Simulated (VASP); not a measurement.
Here is a VASP 6.6.1 calculation.

INCAR

```
SYSTEM = ZnS
PREC = Accurate
ENCUT = 520
EDIFF = 1E-6
ISMEAR = 0
SIGMA = 0.02
LREAL = Auto
LASPH = .True.
NELM = 80
ALGO = Normal
ISIF = 2
LWAVE = .False.
LCHARG = .False.
GGA = PE
NBANDS = 86
```

KPOINTS

```
Automatic mesh
0
Gamma
  6 6 2
  0 0 0
```

The input POSCAR:

```
ZnS
1.0
    4.3692625699      0.0000000000      0.0000000000
    0.0000000000      4.3692625699      0.0000000000
    0.0000000000      0.0000000000     16.9787181016
Zn S
8 8
Direct
    0.1584536445      0.4888269063      0.3164530705
    0.5111730937      0.8415463555      0.1835469295
    0.6584536445      0.0111730937      0.4335469295
    0.9888269063      0.3415463555      0.0664530705
    0.3415463555      0.9888269063      0.9335469295
    0.0111730937      0.6584536445      0.5664530705
    0.8415463555      0.5111730937      0.8164530705
    0.4888269063      0.1584536445      0.6835469295
    0.9041675075      0.4947949118      0.4359339574
    0.5052050882      0.0958324925      0.0640660426
    0.4041675075      0.0052050882      0.3140660426
    0.9947949118      0.5958324925      0.1859339574
    0.5958324925      0.9947949118      0.8140660426
    0.0052050882      0.4041675075      0.6859339574
    0.0958324925      0.5052050882      0.9359339574
    0.4947949118      0.9041675075      0.5640660426
```

Potentials or basis: VASP PAW PBE potentials, release 64 (Zn, S).

Launch:

```sh
$ cat potpaw_PBE.64/Zn/POTCAR potpaw_PBE.64/S/POTCAR > POTCAR
$ mpirun -np 1 vasp_std > vasp.out
```

Estimate the largest force.

0.006 eV/Å.

What does it give for the band gap on the k mesh?

1.51 eV (least direct gap 1.54 eV).

Forces in eV/Å, atoms in the order of the input:
```
Zn   0.001  0.003 -0.001
Zn  -0.003 -0.001  0.001
Zn   0.001 -0.003  0.001
Zn   0.003 -0.001 -0.001
Zn  -0.001  0.003  0.001
Zn  -0.003  0.001 -0.001
Zn  -0.001 -0.003 -0.001
Zn   0.003  0.001  0.001
S    0.002  0.004  0.004
S   -0.004 -0.002 -0.004
S    0.002 -0.004 -0.004
S    0.004 -0.002  0.004
S   -0.002  0.004 -0.004
S   -0.004  0.002  0.004
S   -0.002 -0.004  0.004
S    0.004  0.002 -0.004
```

A k mesh can miss the band edges.
